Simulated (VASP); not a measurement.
Set up this calculation in VASP 6.6.1, as the native input.

```
Task                   : single point
Functional             : r2SCAN
Potentials or basis    : VASP PAW PBE potentials, release 64 (In_d, P)
Cutoff                 : 520 eV
k mesh                 : 8 × 8 × 8
Occupations            : gaussian, width 0.01 eV
Spin                   : no spin polarisation
Dipole correction      : no
Further INCAR settings : ALGO = Normal; EDIFF = 1e-06; NBANDS = 16
```

The system is InP.

```
CELL_PARAMETERS angstrom
2.98320 2.98320 0.00000
-2.98320 2.98320 0.00000
0.00000 2.98320 2.93595
ATOMIC_POSITIONS crystal
In 0.00000 0.00000 0.00000
P 0.75000 0.25000 0.50000
```

This cell differs from its parent crystal: in-plane strain +0.01.

The input as run:

POSCAR

```
InP
1.0
    2.9832048952      2.9832048952      0.0000000000
   -2.9832048952      2.9832048952      0.0000000000
    0.0000000000      2.9832048952      2.9359462038
In P
1 1
Direct
    0.0000000000      0.0000000000      0.0000000000
    0.7500000000      0.2500000000      0.5000000000
```

INCAR.step1

```
PREC = Accurate ; ENCUT = 520
ISMEAR = 0 ; SIGMA = 0.01
LREAL = F ; LASPH = T
NELM = 100 ; NBANDS = 16
GGA = PE ; ALGO = Normal
EDIFF = 1E-4 ; LWAVE = T
LCHARG = F
```

INCAR.step2

```
PREC = Accurate ; ENCUT = 520
EDIFF = 1E-6 ; ISMEAR = 0
SIGMA = 0.01 ; LREAL = F
LASPH = T ; NELM = 100
ALGO = Normal ; ISIF = 2
LWAVE = F ; LCHARG = T
METAGGA = R2SCAN ; LMIXTAU = T
LELF = T ; LVHAR = T
NBANDS = 16 ; ISTART = 1
```

KPOINTS

```
Automatic mesh
0
Gamma
  8 8 8
```

Potentials or basis: VASP PAW PBE potentials, release 64 (In_d, P).

Launch:

```console
$ cat potpaw_PBE.64/In_d/POTCAR potpaw_PBE.64/P/POTCAR > POTCAR
$ cp INCAR.step1 INCAR
$ mpirun -np 1 vasp_std > vasp.out
$ cp INCAR.step2 INCAR
$ mpirun -np 1 vasp_std > vasp.out
```

It gave:

* Pressure: -1.0 GPa
* Band gap on the k mesh: 0.90 eV, direct

Caveat: the cell differs from its parent crystal (in-plane strain +0.01); the PAW data sets were made with another functional, which shifts forces and pressure a little; spin-orbit coupling is left out, which moves the levels of the heavy elements.

It took 3 min on 1 thread of Intel(R) Xeon(R) Platinum 8259CL CPU @ 2.50GHz (Skylake/Cascade Lake), with other jobs on the host, peak memory 0.2 GiB.
